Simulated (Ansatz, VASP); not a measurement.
**Two plane-wave programs on BaRe**

```
CELL_PARAMETERS angstrom
3.66285 0.00000 0.00000
0.00000 3.66285 0.00000
0.00000 0.00000 3.66285
ATOMIC_POSITIONS crystal
Ba 0.00000 0.00000 0.00000
Re 0.50000 0.50000 0.50000
```

Alike in both runs: task single point; functional PBEsol; k mesh 8 × 8 × 8; occupations gaussian, width 0.05 eV; no spin polarisation.

```csv
,VASP,Ansatz
version,VASP 6.6.1,Ansatz 0.2.0
potentials or method,"VASP PAW PBE potentials, release 64 (Ba_sv, Re), cutoff 520 eV","scalar-relativistic, plane waves, PAW"
valence electrons in the cell,17,25
```

```csv
,VASP,Ansatz,Ansatz less VASP
gap on the k mesh at the Fermi level (eV),none,none,-
pressure (GPa),0.0,-2.1,-2.08
```

VASP's potentials were made for PBE, not for PBEsol. A gap of «none» marks a metal or a gap that the smearing closes. The functional is the same, so the differences come from potentials, cutoffs and numerics. VASP's potentials hold 17 valence electrons a cell and Ansatz's 25, so a difference there can come from the potentials and not from the codes.

Spin-orbit coupling is off throughout.
